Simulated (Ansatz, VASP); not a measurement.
Mg3CdS4 in VASP and in Ansatz

File INCAR:

```
PREC = Accurate
ENCUT = 520
EDIFF = 1E-6
ISMEAR = 0
SIGMA = 0.1
LREAL = False
LASPH = True
NELM = 60
ALGO = Normal
ISIF = 2
LWAVE = False
LCHARG = False
GGA = PE
NBANDS = 31
```

Contents of KPOINTS:

```
regular mesh
0
Gamma
  4 4 4
```

POSCAR

```
Mg3CdS4
1.0
    5.3134949000      0.0000000000      0.0000000000
    0.0000000000      5.3134949000      0.0000000000
    0.0000000000      0.0000000000      5.3134949000
Mg Cd S
3 1 4
Direct
    0.5000000000      0.0000000000      0.5000000000
    0.5000000000      0.5000000000      0.0000000000
    0.0000000000      0.5000000000      0.5000000000
    0.0000000000      0.0000000000      0.0000000000
    0.0000000000      0.5000000000      0.0000000000
    0.5000000000      0.5000000000      0.5000000000
    0.0000000000      0.0000000000      0.5000000000
    0.5000000000      0.0000000000      0.0000000000
```

Input for Ansatz:

```yaml
crystal:
  lattice:
    - [5.3134949, 0.0, 0.0]
    - [0.0, 5.3134949, 0.0]
    - [0.0, 0.0, 5.3134949]
  atoms:
    - { symbol: Mg, position: [0.5, 0.0, 0.5] }
    - { symbol: Mg, position: [0.5, 0.5, 0.0] }
    - { symbol: Mg, position: [0.0, 0.5, 0.5] }
    - { symbol: Cd, position: [0.0, 0.0, 0.0] }
    - { symbol: S, position: [0.0, 0.5, 0.0] }
    - { symbol: S, position: [0.5, 0.5, 0.5] }
    - { symbol: S, position: [0.0, 0.0, 0.5] }
    - { symbol: S, position: [0.5, 0.0, 0.0] }
basis:
  ecutwfc: 420
kpoints:
  mp_grid: { grid: [4, 4, 4] }
hamiltonian:
  xc: pbe
scf:
  occupations: { method: gaussian, width: 0.1 }
  lower_state_search: "off"
output:
  forces: true
  stress: true
  eigenvalues: true
```

Alike in both runs: task single point; functional PBE; k mesh 4 × 4 × 4; occupations gaussian, width 0.1 eV; no spin polarisation.

|  | VASP | Ansatz |
| --- | --- | --- |
| version | VASP 6.6.1 | Ansatz 0.2.0 |
| potentials or method | VASP PAW PBE potentials, release 64 (Mg, Cd, S), cutoff 520 eV | scalar-relativistic, plane waves, PAW |
| valence electrons in the cell | 42 | 74 |

VASP gave:

| Quantity | Value |
| --- | --- |
| gap on the k mesh at the Fermi level (eV) | 0.51 |
| least direct gap on the mesh (eV) | 1.20 |
| pressure (GPa) | -0.1 |

Estimate Ansatz's values.

gap on the k mesh at the Fermi level (eV): 0.51; least direct gap on the mesh (eV): 1.22; pressure (GPa): 0.0.

With one functional, cell and mesh, what is left measures potentials, basis and numerics. VASP's potentials hold 42 valence electrons a cell and Ansatz's 74, so a difference there can come from the potentials and not from the codes.
